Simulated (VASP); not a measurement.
# AlN (P6_3mc) in VASP: relaxation of cell and atoms with HSE06

Aim: the relaxation of cell and atoms of AlN with HSE06.

Everything below comes from runs of VASP 6.6.1. Logs are shortened: lines on timing, memory, paths and dates and some standing lists are left out, and cuts for length are marked.

## Step 1: The cell of the first run

It takes space group P6_3mc (No. 186, hexagonal). Conventional cell: a = 3.107 Å, b = 3.107 Å, c = 4.979 Å, α = 90.00°, β = 90.00°, γ = 120.00°. Al (site symmetry 3m) has 4 N at 1.89 to 1.90 Å within 2.5 Å. N (site symmetry 3m) has 4 Al at 1.89 to 1.90 Å within 2.5 Å.

## Step 2: Relaxation of cell and atoms, HSE06

POSCAR

```
AlN
1.0
    3.1066945332      0.0000000000      0.0000000000
   -1.5533472666      2.6904763876      0.0000000000
    0.0000000000      0.0000000000      4.9785887007
Al N
2 2
Direct
    0.3333333333      0.6666666667     -0.0007956004
    0.6666666667      0.3333333333      0.4992043996
    0.3333333333      0.6666666667      0.3807956004
    0.6666666667      0.3333333333      0.8807956004
```

INCAR.step1

```
PREC = Accurate ; ENCUT = 600
EDIFF = 1E-5 ; ISMEAR = -1
SIGMA = 0.02 ; LREAL = False
LASPH = True ; NELM = 80
ALGO = Normal ; LWAVE = True
LCHARG = False ; GGA = PE
NBANDS = 16 ; KPAR = 4
```

INCAR.step2

```
PREC = Accurate ; ENCUT = 600
EDIFF = 1E-7 ; ISMEAR = -1
SIGMA = 0.02 ; LREAL = False
LASPH = True ; NELM = 80
ALGO = Normal ; ISIF = 3
LWAVE = False ; LCHARG = False
GGA = PE ; LHFCALC = True
HFSCREEN = 0.2079 ; PRECFOCK = Normal
IBRION = 2 ; NSW = 80
EDIFFG = -0.005 ; ISTART = 1
KPAR = 4
```

KPOINTS

```
Automatic mesh
0
Gamma
  6 6 4
```

Potentials or basis: VASP PAW PBE potentials, release 64 (Al, N).

Started as:

```
$ cat potpaw_PBE.64/Al/POTCAR potpaw_PBE.64/N/POTCAR > POTCAR
$ cp INCAR.step1 INCAR
$ mpirun -np 4 vasp_std > vasp.out
$ cp INCAR.step2 INCAR
$ mpirun -np 4 vasp_std > vasp.out
```

OUTCAR:

```text
PREC = Accurate
   ENCUT = 600
   EDIFF = 1E-7
   ISMEAR = -1
   LREAL = False
   LASPH = True
   NELM = 80
   ISIF = 3
   GGA = PE
   LHFCALC = True
   HFSCREEN = 0.2079
   PRECFOCK = Normal
   IBRION = 2
   NSW = 80
   EDIFFG = -0.005
   ISTART = 1

 ion  position               nearest neighbor table
   1  0.333  0.667  0.999-   4 1.89   4 1.89   4 1.89   3 1.90   2 3.07   2 3.07   2 3.07   2 3.07
                             2 3.07   2 3.07
   2  0.667  0.333  0.499-   3 1.89   3 1.89   3 1.89   4 1.90   1 3.07   1 3.07   1 3.07   1 3.07
                             1 3.07   1 3.07
   3  0.333  0.667  0.381-   2 1.89   2 1.89   2 1.89   1 1.90
   4  0.667  0.333  0.881-   1 1.89   1 1.89   1 1.89   2 1.90

  LATTYP: Found a hexagonal cell.
 ALAT       =     3.1066945332
 C/A-ratio  =     1.6025356363

  Lattice vectors:

 A1 = (   3.1066945332,   0.0000000000,   0.0000000000)
 A2 = (  -1.5533472666,   2.6904763876,   0.0000000000)
 A3 = (   0.0000000000,   0.0000000000,   4.9785887007)

Analysis of symmetry for initial positions (statically):
=====================================================================
 Subroutine PRICEL returns:
 Original cell was already a primitive cell.

 Routine SETGRP: Setting up the symmetry group for a
 hexagonal supercell.

 Subroutine GETGRP returns: Found 12 space group operations
 (whereof  6 operations were pure point group operations)
 out of a pool of 24 trial point group operations.

The static configuration has the point symmetry C_3v.
 The point group associated with its full space group is C_6v.

Analysis of symmetry for dynamics (positions and initial velocities):
=====================================================================
 Subroutine PRICEL returns:
 Original cell was already a primitive cell.

 Routine SETGRP: Setting up the symmetry group for a
 hexagonal supercell.

 Subroutine GETGRP returns: Found 12 space group operations
 (whereof  6 operations were pure point group operations)
 out of a pool of 24 trial point group operations.

The dynamic configuration has the point symmetry C_3v.
 The point group associated with its full space group is C_6v.

 Subroutine INISYM returns: Found 12 space group operations
 (whereof  6 operations are pure point group operations),
 and found     1 'primitive' translations

----------------------------------------------------------------------------------------

                                     Primitive cell

  volume of cell :      41.6135

  direct lattice vectors                    reciprocal lattice vectors
     3.106694533  0.000000000  0.000000000     0.321885525  0.185840694  0.000000000
    -1.553347267  2.690476388  0.000000000     0.000000000  0.371681389  0.000000000
     0.000000000  0.000000000  4.978588701     0.000000000  0.000000000  0.200860135

  length of vectors
     3.106694533  3.106694533  4.978588701     0.371681389  0.371681389  0.200860135

  position of ions in fractional coordinates (direct lattice)
     0.333333333  0.666666667  0.999204400
     0.666666667  0.333333333  0.499204400
     0.333333333  0.666666667  0.380795600
     0.666666667  0.333333333  0.880795600

  ion indices of the primitive-cell ions
   primitive index   ion index
                 1           1
                 2           2
                 3           3
                 4           4

----------------------------------------------------------------------------------------

 KPOINTS: Automatic mesh

Automatic generation of k-mesh.
 Grid dimensions read from file:
 generate k-points for:    6    6    4

 Generating k-lattice:

  Cartesian coordinates                     Fractional coordinates (reciprocal lattice)
     0.053647587  0.030973449  0.000000000     0.166666667 -0.000000000  0.000000000
     0.000000000  0.061946898  0.000000000     0.000000000  0.166666667  0.000000000
     0.000000000  0.000000000  0.050215034     0.000000000  0.000000000  0.250000000

  Length of vectors
     0.061946898  0.061946898  0.050215034

  Shift w.r.t. Gamma in fractional coordinates (k-lattice)
     0.000000000  0.000000000  0.000000000

 Subroutine IBZKPT returns following result:
 ===========================================

 Found     21 irreducible k-points:

 Following reciprocal coordinates:
            Coordinates               Weight
  0.000000  0.000000  0.000000      1.000000
  0.166667  0.000000  0.000000      6.000000
  0.333333 -0.000000  0.000000      6.000000
  0.500000 -0.000000  0.000000      3.000000
  0.166667  0.166667  0.000000      6.000000
  0.333333  0.166667  0.000000     12.000000
[... 13 lines left out ...]
  0.333333  0.166667  0.500000     12.000000
  0.333333  0.333333  0.500000      2.000000
   k-points           NKPTS =     21   k-points in BZ     NKDIM =    144   number of bands    NBANDS=     12
   number of dos      NEDOS =    301   number of ions     NIONS =      4
   total plane-waves  NPLWV =  31360
   dimension x,y,z NGX =    28 NGY =   28 NGZ =   40
   dimension x,y,z NGXF=    56 NGYF=   56 NGZF=   80
   ions per type =               2   2
   NGX,Y,Z   is equivalent  to a cutoff of  14.98, 14.98, 13.36 a.u.
   NGXF,Y,Z  is equivalent  to a cutoff of  29.97, 29.97, 26.71 a.u.
 SYSTEM =  unknown system
   PREC   = accura    normal or accurate (medium, high low for compatibility)
   ISTART =      1    job   : 0-new  1-cont  2-samecut
   ICHARG =      0    charge: 1-file 2-atom 10-const
   ISPIN  =      1    spin polarized calculation?
   LNONCOLLINEAR =      F non collinear calculations
   LSORBIT =      F    spin-orbit coupling
   LASPH  =      T    aspherical Exc in radial PAW
   ENCUT  =  600.0 eV  44.10 Ry    6.64 a.u.   6.20  6.20  9.94*2*pi/ulx,y,z
   NELM   =     80;   NELMIN=  2; NELMDL=  0     # of ELM steps
   EDIFF  = 0.1E-06   stopping-criterion for ELM
   LREAL  =      F    real-space projection
   EDIFFG = -.5E-02   stopping-criterion for IOM
   NSW    =     80    number of steps for IOM
   IBRION =      2    ionic relax: 0-MD 1-quasi-New 2-CG
   NFREE  =      1    steps in history (QN), initial steepest desc. (CG)
   ISIF   =      3    stress and relaxation
   ISYM   =      3    0-nonsym 1-usesym 2-fastsym
   POTIM  = 0.5000    time-step for ionic-motion
   TEBEG  =    0.0;   TEEND  =   0.0 temperature during run
   PSTRESS=    0.0 pullay stress
   NELECT =      16.0000    total number of electrons
   NUPDOWN=      -1.0000    fix difference up-down
   EMIN   =  10.00;   EMAX   =-10.00  energy-range for DOS
   EFERMI =   0.00;   METHOD = LEGACY
   ISMEAR =    -1;   SIGMA  =   0.02  broadening in eV -4-tet -1-fermi 0-gaus
   EFERMI_NEDOS =   21; number of points for ismear=-14 and -15
   IALGO  =     38    algorithm
   IMIX   =      1    mixing-type and parameters
     AMIX     =   0.40;   BMIX     =  1.00
     AMIX_MAG =   1.60;   BMIX_MAG =  1.00
  volume/ion in A,a.u.               =      10.40        70.21
  Fermi-wavevector in a.u.,A,eV,Ry     =   1.190429  2.249585 19.281104  1.417121
  Thomas-Fermi vector in A             =   2.326514
   LORBIT       =      0    0 simple, 1 ext, 2 COOP (PROOUT), +10 PAW based schemes
   GGA     = PE    functional components
   LHFCALC =     T    Hartree Fock is set to
   PRECFOCK=normal    Normal, Fast or Accurate (Low or Medium for compatibility)
   ENCUT4O =  -1.0   cutoff for four orbital integrals eV
   NKREDX  =     1    reduce k-point grid by
   NKREDY  =     1    reduce k-point grid by
   NKREDZ  =     1    reduce k-point grid by
   AEXX    =    0.2500 exact exchange contribution
   HFSCREEN=    0.2079 screening length (either q_TF or 0.3 A-1)
   HFSCREENC=   0.2079 screening length for correlation (either q_TF or 0.3 A-1)
   ENCUTFOCK=  -1.0 apply spherical cutoff to Coloumb kernel
   IVDW    =     0    specifies the selected vdW correction
   LEPSILON=     F    determine dielectric tensor
   LRPA    =     F    only Hartree local field effects (RPA)
 conjugate gradient relaxation of ions
 non-spin polarized calculation
  energy-cutoff  :      600.00
  volume of cell :       41.61
 maximum number of plane-waves:      1412
 NGX is ok and might be reduce to    28
  NGX = 20; NGY = 20; NGZ = 30

--------------------------------------- Ionic step        1  -------------------------------------------

 number of electron      15.9999999 magnetization

 Free energy of the ion-electron system (eV)
  ---------------------------------------------------
  ext. energy  EPLUGINS =         0.00000000
  ---------------------------------------------------
  free energy    TOTEN  =       -34.89487559 eV

  energy without entropy =      -34.89487559  energy(sigma->0) =      -34.89487559

------------------------ aborting loop because EDIFF is reached ----------------------------------------

  FORCE on cell =-STRESS in cart. coord.  units (eV):
  Direction    XX          YY          ZZ          XY          YZ          ZX
  --------------------------------------------------------------------------------------
  -------------------------------------------------------------------------------------
  Total       -0.2016241     -0.2016241     -0.2410796      0.0000000      0.0000000      0.0000000
  in kB       -7.7628106     -7.7628106     -9.2819022      0.0000000      0.0000000      0.0000000
  external PRESSURE =      -8.2691745 kB  Pullay stress =       0.0000000 kB
[... 137 lines left out ...]
  energy  without entropy=      -34.8953096059  energy(sigma->0) =      -34.89530961

--------------------------------------- Ionic step        5  -------------------------------------------

 number of electron      15.9999999 magnetization

 Free energy of the ion-electron system (eV)
  ---------------------------------------------------
  ext. energy  EPLUGINS =         0.00000000
  ---------------------------------------------------
  free energy    TOTEN  =       -34.89532484 eV

  energy without entropy =      -34.89532484  energy(sigma->0) =      -34.89532484

 E-fermi :   5.7381     XC(G=0):  -9.0212

 val. band max:        5.3189544086   @ k =   0.0000   0.0000   0.0000
 cond. band min:      10.9446351181   @ k =   0.0000   0.0000   0.0000
 fundamental gap:      5.6256807095
 Fermi energy:         5.7381150690

 k-point     1 :       0.0000    0.0000    0.0000
  band No.  band energies     occupation
      1     -11.4346      2.00000
      2      -9.1224      2.00000
      3      -1.2260      2.00000
      4       4.3540      2.00000
      5       4.3540      2.00000
      6       5.0798      2.00000
      7       5.0798      2.00000
      8       5.3190      2.00000
      9      10.9446      0.00000
     10      13.5095      0.00000
     11      17.8447      0.00000
     12      18.1366      0.00000
[... 329 lines left out ...]
  FREE ENERGIE OF THE ION-ELECTRON SYSTEM (eV)
  ---------------------------------------------------
  free  energy   TOTEN  =       -34.8953248363 eV

  energy  without entropy=      -34.8953248362  energy(sigma->0) =      -34.89532484

 reached required accuracy - stopping structural energy minimisation
```

Wall time 44 min (4 MPI ranks of Oxide Virtual Turin-like, shared host); peak memory 0.26 GiB.

Results:

```
Free energy                           : -34.8953 eV
Relaxed volume                        : 10.36 Å³/atom
Relaxed cell                          : a = 3.103 Å, b = 3.103 Å, c = 4.970 Å, α = 90.00°, β = 90.00°, γ = 120.00°
Space group after relaxing (to 0.1 Å) : P6_3mc (No. 186)
Energy gained by relaxing             : 0.1 meV/atom
Ionic steps                           : 5
Pressure after relaxing               : 0.0 GPa
Largest force after relaxing          : 0.004 eV/Å
Band gap on the k mesh                : 5.63 eV
```

Forces on the atoms (eV/Å):
```
Al   0.000  0.000 -0.004
Al   0.000  0.000 -0.004
N    0.000  0.000  0.004
N    0.000  0.000  0.004
```

The path:
```tsv
step	energy change (eV)	largest force (eV/Å)	pressure (GPa)	volume (Å³)
1	0.0000	0.0077	-0.83	41.61
2	0.0000	0.0068	0.83	41.29
3	-0.0004	0.0072	0.02	41.45
4	-0.0004	0.0072	0.00	41.45
5	-0.0004	0.0042	-0.01	41.45
```

Final structure:
```cif
data_structure
_symmetry_space_group_name_H-M 'P 1'
_symmetry_Int_Tables_number 1
_cell_length_a 3.1034
_cell_length_b 3.1034
_cell_length_c 4.9699
_cell_angle_alpha 90.000
_cell_angle_beta 90.000
_cell_angle_gamma 120.000
_cell_volume 41.45
loop_
_atom_site_label
_atom_site_type_symbol
_atom_site_fract_x
_atom_site_fract_y
_atom_site_fract_z
_atom_site_occupancy
Al1 Al 0.33333 0.66667 0.99910 1
Al2 Al 0.66667 0.33333 0.49910 1
N1 N 0.33333 0.66667 0.38090 1
N2 N 0.66667 0.33333 0.88090 1
```

Levels at points of the mesh, in eV from the valence-band top:
```csv
k point,band 6,band 7,band 8,band 9,band 10,band 11
"(0.00, 0.00, 0.00)",-0.24,-0.24,0.00,5.63,8.19,12.53
"(0.50, 0.00, 0.00)",-2.32,-1.91,-0.77,7.18,7.20,9.78
"(0.00, 0.00, 0.50)",-0.61,-0.61,-0.61,8.01,8.01,12.06
"(0.50, 0.00, 0.50)",-1.63,-1.50,-1.50,6.67,6.67,10.83
```

Caveat: the PAW data sets were made with another functional, which shifts forces and pressure a little.
